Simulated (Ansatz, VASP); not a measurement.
**One calculation of SiC, two programs**

```
CELL_PARAMETERS angstrom
3.06925 0.00000 0.00000
-1.53462 2.65805 0.00000
0.00000 0.00000 15.06027
ATOMIC_POSITIONS crystal
Si 0.00000 0.00000 0.12504
Si 0.00000 0.00000 0.62504
Si 0.33333 0.66667 0.29194
Si 0.66667 0.33333 0.79170
Si 0.33333 0.66667 0.95841
Si 0.66667 0.33333 0.45821
C 0.00000 0.00000 0.99482
C 0.00000 0.00000 0.50456
C 0.33333 0.66667 0.17138
C 0.66667 0.33333 0.66228
C 0.33333 0.66667 0.83801
C 0.66667 0.33333 0.32862
```

Change from the starting cell: mode 32 frozen in at -0.074 Å, equal normal strain along x, y and z -0.0083.

Alike in both runs: task single point; functional PBE; k mesh 12 × 12 × 2; occupations gaussian, width 0.05 eV; no spin polarisation.

```csv
,VASP,Ansatz
version,VASP 6.6.1,Ansatz 0.2.0
potentials or method,"VASP PAW PBE potentials, release 64 (Si, C), cutoff 520 eV","scalar-relativistic, plane waves, PAW"
valence electrons in the cell,48,48
```

|  | VASP | Ansatz | Ansatz less VASP |
| --- | --- | --- | --- |
| gap on the k mesh at the Fermi level (eV) | 1.94 | 1.95 | +0.004 |
| least direct gap on the mesh (eV) | 3.05 | 3.06 | +0.006 |
| pressure (GPa) | 6.5 | 6.6 | +0.06 |
| traceless stress, the component that is largest in VASP (GPa) | 0.94 | 0.94 | -0.002 |
| rms of the force components (eV/Å) | 0.907 | 0.908 | +0.0010 |

Atom by atom the forces differ by 0.003 eV/Å (rms over components). With one functional, cell and mesh, what is left measures potentials, basis and numerics.
